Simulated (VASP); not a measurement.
# Ag3O (P-31m) in VASP: single point with r2SCAN

Aim: the single point of Ag3O with r2SCAN.

All numbers are computed with VASP 6.6.1; they aren't measurements. Logs are shortened: lines on timing, memory, paths and dates and some standing lists are left out, and cuts for length are marked.

### Step 1. The cell of the first run

Symmetry: P-31m, No. 162, trigonal system. Conventional cell: a = 5.318 Å, b = 5.318 Å, c = 4.951 Å, α = 90.00°, β = 90.00°, γ = 120.00°. Ag (site symmetry m) has 2 O at 2.29 Å and 5 Ag at 2.76 to 2.99 Å within 3.0 Å. O (site symmetry 32) has 6 Ag at 2.29 Å and 3 O at 3.07 Å within 3.1 Å.

### Step 2. Single point, r2SCAN

Contents of POSCAR:

```
Ag3O
1.0
    5.3180000000      0.0000000000      0.0000000000
   -2.6590000000      4.6055231000      0.0000000000
    0.0000000000      0.0000000000      4.9510000000
Ag O
6 2
Direct
    0.3108500000      0.0000000000      0.2228000000
    0.0000000000      0.3108500000      0.2228000000
    0.6891500000      0.6891500000      0.2228000000
    0.0000000000      0.6891500000      0.7772000000
    0.6891500000      0.0000000000      0.7772000000
    0.3108500000      0.3108500000      0.7772000000
    0.3333333300      0.6666666700      0.5000000000
    0.6666666700      0.3333333300      0.5000000000
```

Contents of INCAR.step1:

```
SYSTEM = Ag3O
  ALGO = Normal
  EDIFF = 1E-4
  ENCUT = 520
  GGA = PE
  ISMEAR = 0
  KPAR = 4
  LASPH = .True.
  LCHARG = .False.
  LREAL = .False.
  LWAVE = .True.
  NBANDS = 49
  NELM = 80
  PREC = Accurate
  SIGMA = 0.05
```

Contents of INCAR.step2:

```
SYSTEM = Ag3O
  ALGO = Normal
  EDIFF = 1E-6
  ENCUT = 520
  ISIF = 2
  ISMEAR = 0
  ISTART = 1
  KPAR = 4
  LASPH = .True.
  LCHARG = .False.
  LMIXTAU = .True.
  LREAL = .False.
  LWAVE = .False.
  METAGGA = R2SCAN
  NBANDS = 49
  NELM = 80
  PREC = Accurate
  SIGMA = 0.05
```

Contents of KPOINTS:

```
k-points
0
Gamma
  12 12 8
  0 0 0
```

Potentials or basis: VASP PAW PBE potentials, release 64 (Ag, O).

Launch:

```console
$ cat potpaw_PBE.64/Ag/POTCAR potpaw_PBE.64/O/POTCAR > POTCAR
$ cp INCAR.step1 INCAR
$ mpirun -np 4 vasp_std > vasp.out
$ cp INCAR.step2 INCAR
$ mpirun -np 4 vasp_std > vasp.out
```

OUTCAR:

```text
SYSTEM = Ag3O
   EDIFF = 1E-6
   ENCUT = 520
   ISIF = 2
   ISMEAR = 0
   ISTART = 1
   LASPH = .True.
   LREAL = .False.
   METAGGA = R2SCAN
   NELM = 80
   PREC = Accurate

 ion  position               nearest neighbor table
   1  0.311  0.000  0.223-   7 2.29   8 2.29   4 2.76   6 2.76   2 2.86   3 2.86   5 2.99   2 3.18
                             3 3.18   2 3.18   3 3.18   6 3.20   4 3.20   5 3.40
   2  0.000  0.311  0.223-   8 2.29   7 2.29   6 2.76   5 2.76   1 2.86   3 2.86   4 2.99   1 3.18
                             3 3.18   3 3.18   1 3.18   6 3.20   5 3.20   4 3.40
   3  0.689  0.689  0.223-   7 2.29   8 2.29   4 2.76   5 2.76   1 2.86   2 2.86   6 2.99   1 3.18
                             2 3.18   2 3.18   1 3.18   4 3.20   5 3.20   6 3.40
   4  0.000  0.689  0.777-   7 2.29   8 2.29   3 2.76   1 2.76   5 2.86   6 2.86   2 2.99   5 3.18
                             6 3.18   6 3.18   5 3.18   3 3.20   1 3.20   2 3.40
   5  0.689  0.000  0.777-   8 2.29   7 2.29   2 2.76   3 2.76   6 2.86   4 2.86   1 2.99   6 3.18
                             4 3.18   6 3.18   4 3.18   2 3.20   3 3.20   1 3.40
   6  0.311  0.311  0.777-   8 2.29   7 2.29   2 2.76   1 2.76   5 2.86   4 2.86   3 2.99   5 3.18
                             4 3.18   4 3.18   5 3.18   2 3.20   1 3.20   3 3.40
   7  0.333  0.667  0.500-   4 2.29   1 2.29   5 2.29   2 2.29   3 2.29   6 2.29
   8  0.667  0.333  0.500-   2 2.29   5 2.29   1 2.29   4 2.29   6 2.29   3 2.29

  LATTYP: Found a hexagonal cell.
 ALAT       =     5.3180000000
 C/A-ratio  =     0.9309890936

  Lattice vectors:

 A1 = (   5.3180000000,   0.0000000000,   0.0000000000)
 A2 = (  -2.6590000000,   4.6055231000,   0.0000000000)
 A3 = (   0.0000000000,   0.0000000000,   4.9510000000)

Analysis of symmetry for initial positions (statically):
=====================================================================
 Subroutine PRICEL returns:
 Original cell was already a primitive cell.

 Routine SETGRP: Setting up the symmetry group for a
 hexagonal supercell.

 Subroutine GETGRP returns: Found 12 space group operations
 (whereof 12 operations were pure point group operations)
 out of a pool of 24 trial point group operations.

The static configuration has the point symmetry D_3d.

Analysis of symmetry for dynamics (positions and initial velocities):
=====================================================================
 Subroutine PRICEL returns:
 Original cell was already a primitive cell.

 Routine SETGRP: Setting up the symmetry group for a
 hexagonal supercell.

 Subroutine GETGRP returns: Found 12 space group operations
 (whereof 12 operations were pure point group operations)
 out of a pool of 24 trial point group operations.

The dynamic configuration has the point symmetry D_3d.

 Subroutine INISYM returns: Found 12 space group operations
 (whereof 12 operations are pure point group operations),
 and found     1 'primitive' translations

----------------------------------------------------------------------------------------

                                     Primitive cell

  volume of cell :     121.2607

  direct lattice vectors                    reciprocal lattice vectors
     5.318000000  0.000000000  0.000000000     0.188040617  0.108565301  0.000000000
    -2.659000000  4.605523100  0.000000000     0.000000000  0.217130601  0.000000000
     0.000000000  0.000000000  4.951000000     0.000000000  0.000000000  0.201979398

  length of vectors
     5.318000000  5.318000002  4.951000000     0.217130601  0.217130601  0.201979398

  position of ions in fractional coordinates (direct lattice)
     0.310850000  0.000000000  0.222800000
     0.000000000  0.310850000  0.222800000
     0.689150000  0.689150000  0.222800000
     0.000000000  0.689150000  0.777200000
     0.689150000  0.000000000  0.777200000
     0.310850000  0.310850000  0.777200000
     0.333333330  0.666666670  0.500000000
     0.666666670  0.333333330  0.500000000

  ion indices of the primitive-cell ions
   primitive index   ion index
                 1           1
                 2           2
                 3           3
                 4           4
                 5           5
                 6           6
                 7           7
                 8           8

----------------------------------------------------------------------------------------

 KPOINTS: k-points

Automatic generation of k-mesh.
 Grid dimensions read from file:
 generate k-points for:   12   12    8

 Generating k-lattice:

  Cartesian coordinates                     Fractional coordinates (reciprocal lattice)
     0.015670051  0.009047108  0.000000000     0.083333333  0.000000000  0.000000000
     0.000000000  0.018094217  0.000000000     0.000000000  0.083333333  0.000000000
     0.000000000  0.000000000  0.025247425     0.000000000  0.000000000  0.125000000

  Length of vectors
     0.018094217  0.018094217  0.025247425

  Shift w.r.t. Gamma in fractional coordinates (k-lattice)
     0.000000000  0.000000000  0.000000000

 Subroutine IBZKPT returns following result:
 ===========================================

 Found    131 irreducible k-points:

 Following reciprocal coordinates:
            Coordinates               Weight
  0.000000  0.000000  0.000000      1.000000
  0.083333  0.000000  0.000000      6.000000
  0.166667  0.000000  0.000000      6.000000
  0.250000  0.000000  0.000000      6.000000
  0.333333  0.000000  0.000000      6.000000
  0.416667  0.000000  0.000000      6.000000
[... 16 lines left out ...]
  0.250000  0.000000  0.125000     12.000000
  0.333333  0.000000  0.125000     12.000000
 [... further k-points ...]
   k-points           NKPTS =    131   k-points in BZ     NKDIM =    131   number of bands    NBANDS=     49
   number of dos      NEDOS =    301   number of ions     NIONS =      8
   total plane-waves  NPLWV =  64000
   dimension x,y,z NGX =    40 NGY =   40 NGZ =   40
   dimension x,y,z NGXF=    80 NGYF=   80 NGZF=   80
   ions per type =               6   2
   NGX,Y,Z   is equivalent  to a cutoff of  12.50, 12.50, 13.43 a.u.
   NGXF,Y,Z  is equivalent  to a cutoff of  25.01, 25.01, 26.86 a.u.
 SYSTEM =  Ag3O
   PREC   = accura    normal or accurate (medium, high low for compatibility)
   ISTART =      1    job   : 0-new  1-cont  2-samecut
   ICHARG =      0    charge: 1-file 2-atom 10-const
   ISPIN  =      1    spin polarized calculation?
   LNONCOLLINEAR =      F non collinear calculations
   LSORBIT =      F    spin-orbit coupling
   LASPH  =      T    aspherical Exc in radial PAW
   ENCUT  =  520.0 eV  38.22 Ry    6.18 a.u.   9.89  9.89  9.21*2*pi/ulx,y,z
   NELM   =     80;   NELMIN=  2; NELMDL=  0     # of ELM steps
   EDIFF  = 0.1E-05   stopping-criterion for ELM
   LREAL  =      F    real-space projection
[... 7 lines left out ...]
   TEBEG  =    0.0;   TEEND  =   0.0 temperature during run
   PSTRESS=    0.0 pullay stress
   NELECT =      78.0000    total number of electrons
   NUPDOWN=      -1.0000    fix difference up-down
   EMIN   =  10.00;   EMAX   =-10.00  energy-range for DOS
   EFERMI =   0.00;   METHOD = LEGACY
   ISMEAR =     0;   SIGMA  =   0.05  broadening in eV -4-tet -1-fermi 0-gaus
   EFERMI_NEDOS =   21; number of points for ismear=-14 and -15
   IALGO  =     38    algorithm
   IMIX   =      4    mixing-type and parameters
     AMIX     =   0.40;   BMIX     =  1.00
     AMIX_MAG =   1.60;   BMIX_MAG =  1.00
  volume/ion in A,a.u.               =      15.16       102.29
  Fermi-wavevector in a.u.,A,eV,Ry     =   1.413187  2.670536 27.172160  1.997097
  Thomas-Fermi vector in A             =   2.534858
   LORBIT       =      0    0 simple, 1 ext, 2 COOP (PROOUT), +10 PAW based schemes
   METAGGA = R2SCAN    functional components
   LHFCALC =     F    Hartree Fock is set to
   AEXX    =    0.0000 exact exchange contribution
   IVDW    =     0    specifies the selected vdW correction
   LEPSILON=     F    determine dielectric tensor
   LRPA    =     F    only Hartree local field effects (RPA)
 non-spin polarized calculation
 Gauss-broadening in eV      SIGMA  =   0.05
  energy-cutoff  :      520.00
  volume of cell :      121.26
 maximum number of plane-waves:      3296
   NGX = 19   NGY = 19   NGZ = 19

 number of electron      77.9999992 magnetization

 Free energy of the ion-electron system (eV)
  ---------------------------------------------------
  ext. energy  EPLUGINS =         0.00000000
  ---------------------------------------------------
  free energy    TOTEN  =      -141.16909303 eV

  energy without entropy =     -141.16777212  energy(sigma->0) =     -141.16843257

 E-fermi :   6.6823     XC(G=0): -12.5368

 val. band max:        6.6767117318   @ k =   0.3333   0.2500   0.5000
 cond. band min:       6.6984790149   @ k =   0.4167   0.1667   0.0000
 fundamental gap:      0.0217672831
 Fermi energy:         6.6823253923

 k-point     1 :       0.0000    0.0000    0.0000
  band No.  band energies     occupation
      1     -12.0476      2.00000
      2     -11.6451      2.00000
      3       0.5015      2.00000
      4       1.0840      2.00000
      5       1.0840      2.00000
      6       1.1240      2.00000
[... 41 lines left out ...]
     48      16.0581      0.00000
     49      16.0581      0.00000

 k-point     2 :       0.0833    0.0000    0.0000
  band No.  band energies     occupation
      1     -12.0410      2.00000
      2     -11.6511      2.00000
      3       0.5334      2.00000
      4       1.0656      2.00000
      5       1.0667      2.00000
      6       1.1332      2.00000
[... 41 lines left out ...]
     48      15.8735      0.00000
     49      15.9069      0.00000

 k-point     3 :       0.1667    0.0000    0.0000
  band No.  band energies     occupation
      1     -12.0219      2.00000
      2     -11.6680      2.00000
      3       0.6241      2.00000
      4       0.9958      2.00000
      5       1.0026      2.00000
      6       1.1482      2.00000
[... 1081 lines left out ...]
     48      15.5855      0.00000
     49      16.0717      0.00000

 k-point    24 :       0.3333    0.0000    0.1250
  band No.  band energies     occupation
      1     -11.9553      2.00000
      2     -11.7268      2.00000
      3       0.6912      2.00000
      4       0.7580      2.00000
      5       0.9359      2.00000
      6       1.1702      2.00000
[... 41 lines left out ...]
     48      15.8483      0.00000
     49      16.2054      0.00000

 [... further k-points ...]
[... 5 lines left out ...]
  --------------------------------------------------------------------------------------
  -------------------------------------------------------------------------------------
  Total        0.7741088      0.7741088      0.7825259      0.0000000     -0.0000000      0.0000000
  in kB       10.2280383     10.2280384     10.3392509      0.0000000     -0.0000000      0.0000000
  external PRESSURE =      10.2651092 kB  Pullay stress =       0.0000000 kB

 VOLUME and BASIS-vectors are now :
 -----------------------------------------------------------------------------
  energy-cutoff  :      520.00
  volume of cell :      121.26
      direct lattice vectors                 reciprocal lattice vectors
     5.318000000  0.000000000  0.000000000     0.188040617  0.108565301  0.000000000
    -2.659000000  4.605523100  0.000000000     0.000000000  0.217130601  0.000000000
     0.000000000  0.000000000  4.951000000     0.000000000  0.000000000  0.201979398

 POSITION                                       TOTAL-FORCE (eV/Angst)
 -----------------------------------------------------------------------------------
      1.65310      0.00000      1.10308        -0.058831     -0.000000     -0.143925
     -0.82655      1.43163      1.10308         0.029415     -0.050949     -0.143925
      1.83245      3.17390      1.10308         0.029415      0.050949     -0.143925
     -1.83245      3.17390      3.84792        -0.029415      0.050949      0.143925
      3.66490      0.00000      3.84792         0.058831      0.000000      0.143925
      0.82655      1.43163      3.84792        -0.029415     -0.050949      0.143925
     -0.00000      3.07035      2.47550         0.000000      0.000000      0.000000
      2.65900      1.53517      2.47550         0.000000      0.000000      0.000000
 -----------------------------------------------------------------------------------
    total drift:                                0.000000     -0.000000     -0.000000

  FREE ENERGIE OF THE ION-ELECTRON SYSTEM (eV)
  ---------------------------------------------------
  free  energy   TOTEN  =      -141.1690930314 eV

  energy  without entropy=     -141.1677721151  energy(sigma->0) =     -141.16843257
```

Wall time 5.5 min (4 MPI ranks of Intel Xeon Platinum 8488C (Sapphire Rapids), shared host); peak memory 0.66 GiB.

What came out:

```yaml
Free_energy: -141.1691 eV
Pressure: 1.0 GPa
Largest_force: 0.155 eV/Å
Band_gap_on_the_k_mesh: zero (bands 39 and 40 overlap by 0.37 eV)
```

Forces on the atoms (eV/Å):
```
Ag  -0.059  0.000 -0.144
Ag   0.029 -0.051 -0.144
Ag   0.029  0.051 -0.144
Ag  -0.029  0.051  0.144
Ag   0.059  0.000  0.144
Ag  -0.029 -0.051  0.144
O    0.000  0.000  0.000
O    0.000  0.000  0.000
```

Caveat: the PAW data sets were made with another functional, which shifts forces and pressure a little.

The gap in the log of VASP goes by the Fermi energy; the results here count the filled bands.